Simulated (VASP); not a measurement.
A run of VASP 6.6.1:

INCAR

```
SYSTEM = P
ALGO = Normal ; EDIFF = 1E-6
ENCUT = 520 ; GGA = RE
ISIF = 2 ; ISMEAR = -1
LASPH = .TRUE. ; LCHARG = .FALSE.
LREAL = .FALSE. ; LWAVE = .FALSE.
NBANDS = 8 ; NELM = 100
PREC = Accurate ; SIGMA = 0.1
```

File KPOINTS:

```
k-points
0
G
  14 14 14
  0 0 0
```

Contents of POSCAR:

```
P
1.0
    2.5471996900      0.0000000000      0.0000000000
    0.0000000000      2.5471996900      0.0000000000
    0.0000000000      0.0000000000      2.5471996900
P
1
Direct
    0.0000000000      0.0000000000      0.0000000000
```

Potentials or basis: VASP PAW PBE potentials, release 64 (P).

The run is started by

```console
$ cat potpaw_PBE.64/P/POTCAR > POTCAR
$ mpirun -np 1 vasp_std > vasp.out
```

Hardware: 1 thread of Intel Xeon 8259CL (shared host).

Q: How long does it take, and how much memory?

A: Run time: 14 s on 1 thread of Intel Xeon 8259CL, on a shared host, peak memory 0.12 GiB. Counts: scf iterations 11, k points 120.
